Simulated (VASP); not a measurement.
Here is a VASP 6.6.1 calculation.

The input INCAR:

```
SYSTEM = KF
ALGO = Normal
EDIFF = 1E-6
ENCUT = 520
GGA = PS
ISIF = 2
ISMEAR = -1
LASPH = .TRUE.
LCHARG = .TRUE.
LELF = .TRUE.
LREAL = .FALSE.
LVHAR = .TRUE.
LWAVE = .FALSE.
NBANDS = 15
NELM = 100
PREC = Accurate
SIGMA = 0.01
```

File KPOINTS:

```
k-points
0
G
  9 9 9
  0 0 0
```

File POSCAR:

```
KF
1.0
    0.0000000000      2.7002350000      2.6735000000
    2.7002350000      0.0000000000      2.6735000000
    2.7002350000      2.7002350000      0.0000000000
K F
1 1
Direct
    0.0000000000      0.0000000000      0.0000000000
    0.5000000000      0.5000000000      0.5000000000
```

Potentials or basis: VASP PAW PBE potentials, release 64 (K_sv, F).

Command:

```console
$ cat potpaw_PBE.64/K_sv/POTCAR potpaw_PBE.64/F/POTCAR > POTCAR
$ mpirun -np 1 vasp_std > vasp.out
```

Question: What does it give for the pressure?

Answer: -1.2 GPa.

Question: What does it give for the band gap on the k mesh?

Answer: 5.91 eV.

Stress tensor (GPa, compression positive):
```
-1.39  0.00  0.00
 0.00 -1.39  0.00
 0.00  0.00 -0.94
```

Caveat: the cell differs from its parent crystal (equal xx and yy strain of +1 %); the PAW data sets were made with another functional, which shifts forces and pressure a little; an odd mesh through Γ misses points on the zone boundary, where band edges can lie.
